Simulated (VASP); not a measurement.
# BaBeC5 (R-3m) in VASP: single point with PBE

Aim: the single point of BaBeC5 with PBE.

Program: VASP 6.6.1. These are calculated values, not measurements. Logs are shortened: lines on timing, memory, paths and dates and some standing lists are left out, and cuts for length are marked.

**1. The cell of the first run**

It takes space group R-3m (No. 166, trigonal). Conventional cell: a = 4.847 Å, b = 4.847 Å, c = 16.089 Å, α = 90.00°, β = 90.00°, γ = 120.00°. Within 3.9 Å of Ba (site symmetry -3m) lie 14 C at 2.78 to 3.81 Å and 6 Be at 3.88 Å. Be (site symmetry -3m) has 12 C at 2.42 to 2.80 Å within 3.2 Å. C (site symmetry 2/m) has 2 C at 1.40 Å within 1.9 Å. Within 1.9 Å of C (site symmetry 3m) lie 3 C at 1.40 Å.

The cell was generated, and may not be a known phase.

**2. Single point, PBE**

Input file INCAR:

```
SYSTEM = BaBeC5
  PREC = Accurate
  ENCUT = 520
  EDIFF = 1E-7
  ISMEAR = 0
  SIGMA = 0.1
  LREAL = .FALSE.
  LASPH = .TRUE.
  NELM = 60
  ALGO = Normal
  ISIF = 2
  LWAVE = .FALSE.
  LCHARG = .TRUE.
  GGA = PE
  LELF = .TRUE.
  LVHAR = .TRUE.
  NBANDS = 25
```

Input file KPOINTS:

```
regular mesh
0
G
  12 12 12
  0 0 0
```

Input file POSCAR:

```
BaBeC5
1.0
    2.4235295061      1.3992254128      5.3629045438
   -2.4235295061      1.3992254128      5.3629045438
    0.0000000000     -2.7984508255      5.3629045438
Ba Be C
1 1 5
Direct
    0.0000000000      0.0000000000      0.0000000000
    0.5000000000      0.5000000000      0.5000000000
    0.0000000000      0.0000000000      0.5000000000
    0.5000000000      0.0000000000      0.0000000000
    0.0000000000      0.5000000000      0.0000000000
    0.8269540905      0.8269540905      0.8269540905
    0.1730459095      0.1730459095      0.1730459095
```

Potentials or basis: VASP PAW PBE potentials, release 64 (Ba_sv, Be, C).

Command:

```console
$ cat potpaw_PBE.64/Ba_sv/POTCAR potpaw_PBE.64/Be/POTCAR potpaw_PBE.64/C/POTCAR > POTCAR
$ mpirun -np 1 vasp_std > vasp.out
```

OUTCAR:

```text
SYSTEM = BaBeC5
   PREC = Accurate
   ENCUT = 520
   EDIFF = 1E-7
   ISMEAR = 0
   LREAL = .FALSE.
   LASPH = .TRUE.
   NELM = 60
   ISIF = 2
   GGA = PE

 ion  position               nearest neighbor table
   1  0.000  0.000  0.000-   6 2.78   7 2.78   3 3.02   3 3.02   5 3.02   4 3.02   5 3.02   4 3.02

   2  0.500  0.500  0.500-
   3  0.000  0.000  0.500-   6 1.40   7 1.40   1 3.02   1 3.02
   4  0.500  0.000  0.000-   6 1.40   7 1.40   1 3.02   1 3.02
   5  0.000  0.500  0.000-   6 1.40   7 1.40   1 3.02   1 3.02
   6  0.827  0.827  0.827-   4 1.40   5 1.40   3 1.40   1 2.78
   7  0.173  0.173  0.173-   4 1.40   5 1.40   3 1.40   1 2.78

  LATTYP: Found a trigonal (rhomboedric) cell.
 ALAT       =     6.0491381344
 COS(alpha) =     0.6789744380

  Lattice vectors:

 A1 = (   2.4235295061,   1.3992254128,   5.3629045438)
 A2 = (  -2.4235295061,   1.3992254128,   5.3629045438)
 A3 = (   0.0000000000,  -2.7984508255,   5.3629045438)

Analysis of symmetry for initial positions (statically):
=====================================================================
 Subroutine PRICEL returns:
 Original cell was already a primitive cell.

 Routine SETGRP: Setting up the symmetry group for a
 trigonal (rhombohedral) supercell.

 Subroutine GETGRP returns: Found 12 space group operations
 (whereof 12 operations were pure point group operations)
 out of a pool of 12 trial point group operations.

The static configuration has the point symmetry D_3d.

Analysis of symmetry for dynamics (positions and initial velocities):
=====================================================================
 Subroutine PRICEL returns:
 Original cell was already a primitive cell.

 Routine SETGRP: Setting up the symmetry group for a
 trigonal (rhombohedral) supercell.

 Subroutine GETGRP returns: Found 12 space group operations
 (whereof 12 operations were pure point group operations)
 out of a pool of 12 trial point group operations.

The dynamic configuration has the point symmetry D_3d.

 Subroutine INISYM returns: Found 12 space group operations
 (whereof 12 operations are pure point group operations),
 and found     1 'primitive' translations

----------------------------------------------------------------------------------------

                                     Primitive cell

  volume of cell :     109.1157

  direct lattice vectors                    reciprocal lattice vectors
     2.423529506  1.399225413  5.362904544     0.206310672  0.119113522  0.062155373
    -2.423529506  1.399225413  5.362904544    -0.206310672  0.119113522  0.062155373
     0.000000000 -2.798450825  5.362904544     0.000000000 -0.238227044  0.062155373

  length of vectors
     6.049138134  6.049138134  6.049138134     0.246201979  0.246201979  0.246201979

  position of ions in fractional coordinates (direct lattice)
     0.000000000  0.000000000  0.000000000
     0.500000000  0.500000000  0.500000000
     0.000000000  0.000000000  0.500000000
     0.500000000  0.000000000  0.000000000
     0.000000000  0.500000000  0.000000000
     0.826954091  0.826954091  0.826954091
     0.173045909  0.173045909  0.173045909

  ion indices of the primitive-cell ions
   primitive index   ion index
                 1           1
                 2           2
                 3           3
                 4           4
                 5           5
                 6           6
                 7           7

----------------------------------------------------------------------------------------

 KPOINTS: regular mesh

Automatic generation of k-mesh.
 Grid dimensions read from file:
 generate k-points for:   12   12   12

 Generating k-lattice:

  Cartesian coordinates                     Fractional coordinates (reciprocal lattice)
     0.017192556  0.009926127  0.005179614     0.083333333 -0.000000000  0.000000000
    -0.017192556  0.009926127  0.005179614    -0.000000000  0.083333333  0.000000000
     0.000000000 -0.019852254  0.005179614     0.000000000  0.000000000  0.083333333

  Length of vectors
     0.020516832  0.020516832  0.020516832

  Shift w.r.t. Gamma in fractional coordinates (k-lattice)
     0.000000000  0.000000000  0.000000000

 Subroutine IBZKPT returns following result:
 ===========================================

 Found    189 irreducible k-points:

 Following reciprocal coordinates:
            Coordinates               Weight
  0.000000  0.000000  0.000000      1.000000
  0.083333 -0.000000  0.000000      6.000000
  0.166667 -0.000000  0.000000      6.000000
  0.250000 -0.000000  0.000000      6.000000
  0.333333 -0.000000  0.000000      6.000000
  0.416667 -0.000000  0.000000      6.000000
[... 16 lines left out ...]
  0.500000  0.166667  0.000000     12.000000
 -0.416667  0.166667  0.000000     12.000000
 [... further k-points ...]
   k-points           NKPTS =    189   k-points in BZ     NKDIM =    189   number of bands    NBANDS=     25
   number of dos      NEDOS =    301   number of ions     NIONS =      7
   total plane-waves  NPLWV = 110592
   dimension x,y,z NGX =    48 NGY =   48 NGZ =   48
   dimension x,y,z NGXF=    96 NGYF=   96 NGZF=   96
   ions per type =               1   1   5
   NGX,Y,Z   is equivalent  to a cutoff of  13.19, 13.19, 13.19 a.u.
   NGXF,Y,Z  is equivalent  to a cutoff of  26.38, 26.38, 26.38 a.u.
 SYSTEM =  BaBeC5
   PREC   = accura    normal or accurate (medium, high low for compatibility)
   ISTART =      0    job   : 0-new  1-cont  2-samecut
   ICHARG =      2    charge: 1-file 2-atom 10-const
   ISPIN  =      1    spin polarized calculation?
   LNONCOLLINEAR =      F non collinear calculations
   LSORBIT =      F    spin-orbit coupling
   LASPH  =      T    aspherical Exc in radial PAW
   ENCUT  =  520.0 eV  38.22 Ry    6.18 a.u.  11.25 11.25 11.25*2*pi/ulx,y,z
   NELM   =     60;   NELMIN=  2; NELMDL= -5     # of ELM steps
   EDIFF  = 0.1E-06   stopping-criterion for ELM
   LREAL  =      F    real-space projection
   EDIFFG = 0.1E-05   stopping-criterion for IOM
   NSW    =      0    number of steps for IOM
   IBRION =     -1    ionic relax: 0-MD 1-quasi-New 2-CG
   NFREE  =      0    steps in history (QN), initial steepest desc. (CG)
   ISIF   =      2    stress and relaxation
   ISYM   =      2    0-nonsym 1-usesym 2-fastsym
   POTIM  = 0.5000    time-step for ionic-motion
   TEBEG  =    0.0;   TEEND  =   0.0 temperature during run
   PSTRESS=    0.0 pullay stress
   NELECT =      32.0000    total number of electrons
   NUPDOWN=      -1.0000    fix difference up-down
   EMIN   =  10.00;   EMAX   =-10.00  energy-range for DOS
   EFERMI =   0.00;   METHOD = LEGACY
   ISMEAR =     0;   SIGMA  =   0.10  broadening in eV -4-tet -1-fermi 0-gaus
   EFERMI_NEDOS =   21; number of points for ismear=-14 and -15
   IALGO  =     38    algorithm
   IMIX   =      4    mixing-type and parameters
     AMIX     =   0.40;   BMIX     =  1.00
     AMIX_MAG =   1.60;   BMIX_MAG =  1.00
  volume/ion in A,a.u.               =      15.59       105.19
  Fermi-wavevector in a.u.,A,eV,Ry     =   1.087666  2.055391 16.095940  1.183018
  Thomas-Fermi vector in A             =   2.223831
   LORBIT       =      0    0 simple, 1 ext, 2 COOP (PROOUT), +10 PAW based schemes
   GGA     = PE    functional components
   LHFCALC =     F    Hartree Fock is set to
   AEXX    =    0.0000 exact exchange contribution
   IVDW    =     0    specifies the selected vdW correction
   LEPSILON=     F    determine dielectric tensor
   LRPA    =     F    only Hartree local field effects (RPA)
 non-spin polarized calculation
 Gauss-broadening in eV      SIGMA  =   0.10
  energy-cutoff  :      520.00
  volume of cell :      109.12
 maximum number of plane-waves:      2957
 NGX is ok and might be reduce to    48
   NGX = 23   NGY = 23   NGZ = 23

 number of electron      32.0000000 magnetization

 Free energy of the ion-electron system (eV)
  ---------------------------------------------------
  ext. energy  EPLUGINS =         0.00000000
  ---------------------------------------------------
  free energy    TOTEN  =       -44.27343151 eV

  energy without entropy =      -44.25994072  energy(sigma->0) =      -44.26668611

 E-fermi :   3.7477     XC(G=0):  -9.0630

 val. band max:        3.7359311551   @ k =  -0.3333  -0.3333   0.1667
 cond. band min:       3.7486117896   @ k =  -0.2500  -0.3333   0.0833
 fundamental gap:      0.0126806345
 Fermi energy:         3.7477436134

 k-point     1 :       0.0000    0.0000    0.0000
  band No.  band energies     occupation
      1     -24.6532      2.00000
      2     -14.7512      2.00000
      3     -11.9987      2.00000
      4      -9.8589      2.00000
      5      -9.8589      2.00000
      6      -9.7788      2.00000
[... 17 lines left out ...]
     24       7.3745      0.00000
     25       9.3565      0.00000

 k-point     2 :       0.0833   -0.0000    0.0000
  band No.  band energies     occupation
      1     -24.6525      2.00000
      2     -14.7248      2.00000
      3     -12.0869      2.00000
      4      -9.8831      2.00000
      5      -9.8616      2.00000
      6      -9.7848      2.00000
[... 17 lines left out ...]
     24       7.4795      0.00000
     25       9.3556      0.00000

 k-point     3 :       0.1667   -0.0000    0.0000
  band No.  band energies     occupation
      1     -24.6504      2.00000
      2     -14.6462      2.00000
      3     -12.3209      2.00000
      4      -9.9461      2.00000
      5      -9.8687      2.00000
      6      -9.7684      2.00000
[... 17 lines left out ...]
     24       7.8762      0.00000
     25       9.3671      0.00000

 k-point     4 :       0.2500   -0.0000    0.0000
  band No.  band energies     occupation
      1     -24.6476      2.00000
      2     -14.5176      2.00000
      3     -12.6369      2.00000
      4     -10.0107      2.00000
      5      -9.8778      2.00000
      6      -9.7306      2.00000
[... 17 lines left out ...]
     24       8.3544      0.00000
     25       9.2877      0.00000

 k-point     5 :       0.3333   -0.0000    0.0000
  band No.  band energies     occupation
      1     -24.6447      2.00000
      2     -14.3460      2.00000
      3     -12.9748      2.00000
      4     -10.0625      2.00000
      5      -9.8863      2.00000
      6      -9.6869      2.00000
[... 17 lines left out ...]
     24       8.1963      0.00000
     25       9.1435      0.00000

 k-point     6 :       0.4167   -0.0000    0.0000
  band No.  band energies     occupation
      1     -24.6427      2.00000
      2     -14.1553      2.00000
      3     -13.2768      2.00000
      4     -10.0961      2.00000
      5      -9.8920      2.00000
      6      -9.6525      2.00000
[... 17 lines left out ...]
     24       8.0473      0.00000
     25       9.2581      0.00000
[... 393 lines left out ...]
 k-point    21 :       0.3333    0.1667    0.0000
  band No.  band energies     occupation
      1     -24.6456      2.00000
      2     -14.4855      2.00000
      3     -12.7458      2.00000
      4     -10.0635      2.00000
      5      -9.9222      2.00000
      6      -9.6908      2.00000
[... 17 lines left out ...]
     24       8.7615      0.00000
     25       9.2409      0.00000

 k-point    22 :       0.4167    0.1667    0.0000
  band No.  band energies     occupation
      1     -24.6432      2.00000
      2     -14.3206      2.00000
      3     -13.0471      2.00000
      4     -10.1107      2.00000
      5      -9.9313      2.00000
      6      -9.6581      2.00000
[... 17 lines left out ...]
     24       8.4016      0.00000
     25       9.1202      0.00000

 k-point    23 :       0.5000    0.1667    0.0000
  band No.  band energies     occupation
      1     -24.6415      2.00000
      2     -14.1229      2.00000
      3     -13.3371      2.00000
      4     -10.1372      2.00000
      5      -9.9400      2.00000
      6      -9.6441      2.00000
[... 17 lines left out ...]
     24       8.3762      0.00000
     25       8.7816      0.00000

 k-point    24 :      -0.4167    0.1667    0.0000
  band No.  band energies     occupation
      1     -24.6411      2.00000
      2     -13.9671      2.00000
      3     -13.5253      2.00000
      4     -10.1385      2.00000
      5      -9.9441      2.00000
      6      -9.6524      2.00000
[... 17 lines left out ...]
     24       8.4569      0.00000
     25       8.8872      0.00000

 [... further k-points ...]

------------------------ aborting loop because EDIFF is reached ----------------------------------------

  FORCE on cell =-STRESS in cart. coord.  units (eV):
  Direction    XX          YY          ZZ          XY          YZ          ZX
  --------------------------------------------------------------------------------------
  -------------------------------------------------------------------------------------
  Total        0.1550018      0.1550018      0.8452104      0.0000000      0.0000000     -0.0000000
  in kB        2.2759357      2.2759357     12.4104661      0.0000000      0.0000000     -0.0000000
  external PRESSURE =       5.6541125 kB  Pullay stress =       0.0000000 kB

 VOLUME and BASIS-vectors are now :
 -----------------------------------------------------------------------------
  energy-cutoff  :      520.00
  volume of cell :      109.12
      direct lattice vectors                 reciprocal lattice vectors
     2.423529506  1.399225413  5.362904544     0.206310672  0.119113522  0.062155373
    -2.423529506  1.399225413  5.362904544    -0.206310672  0.119113522  0.062155373
     0.000000000 -2.798450825  5.362904544     0.000000000 -0.238227044  0.062155373

 POSITION                                       TOTAL-FORCE (eV/Angst)
 -----------------------------------------------------------------------------------
      0.00000      0.00000      0.00000         0.000000      0.000000     -0.000000
      0.00000      0.00000      8.04436         0.000000      0.000000     -0.000000
      0.00000     -1.39923      2.68145         0.000000      0.000000     -0.000000
      1.21176      0.69961      2.68145         0.000000      0.000000      0.000000
     -1.21176      0.69961      2.68145        -0.000000      0.000000      0.000000
      0.00000      0.00000     13.30463         0.000000     -0.000000     -0.036917
      0.00000      0.00000      2.78409         0.000000      0.000000      0.036917
 -----------------------------------------------------------------------------------
    total drift:                                0.000000     -0.000000      0.000000

  FREE ENERGIE OF THE ION-ELECTRON SYSTEM (eV)
  ---------------------------------------------------
  free  energy   TOTEN  =       -44.2734315059 eV

  energy  without entropy=      -44.2599407205  energy(sigma->0) =      -44.26668611
```

It took 13 min on 1 thread of Intel Xeon Platinum 8124M at 3.00GHz (Skylake/Cascade Lake), shared host; peak memory 0.68 GiB.

What came out:

```yaml
Free_energy: -44.2734 eV
Pressure: 0.6 GPa
Largest_force: 0.037 eV/Å
Band_gap_on_the_k_mesh: zero (bands 16 and 17 overlap by 2.19 eV)
```

Forces on the atoms (eV/Å):
```
Ba   0.000  0.000  0.000
Be   0.000  0.000  0.000
C    0.000  0.000  0.000
C    0.000  0.000  0.000
C    0.000  0.000  0.000
C    0.000  0.000 -0.037
C    0.000  0.000  0.037
```

Levels at points of the mesh, in eV from the Fermi level:
| k point | band 13 | band 14 | band 15 | band 16 | band 17 | band 18 | band 19 | band 20 |
| --- | --- | --- | --- | --- | --- | --- | --- | --- |
| (0.00, 0.00, 0.00) | -2.32 | -2.32 | -1.95 | -0.83 | -0.83 | 1.36 | 1.87 | 2.02 |
| (0.50, 0.00, 0.00) | -3.89 | -2.36 | -1.03 | -0.79 | 0.63 | 1.42 | 1.57 | 2.65 |
| (0.50, 0.50, 0.00) | -3.98 | -2.33 | -1.86 | 0.62 | 0.63 | 0.76 | 1.93 | 2.42 |
| (0.50, 0.50, 0.50) | -2.46 | -2.16 | -1.59 | -1.57 | -1.57 | -0.66 | 2.29 | 2.77 |

Caveat: spin-orbit coupling is left out, which moves the levels of the heavy elements.
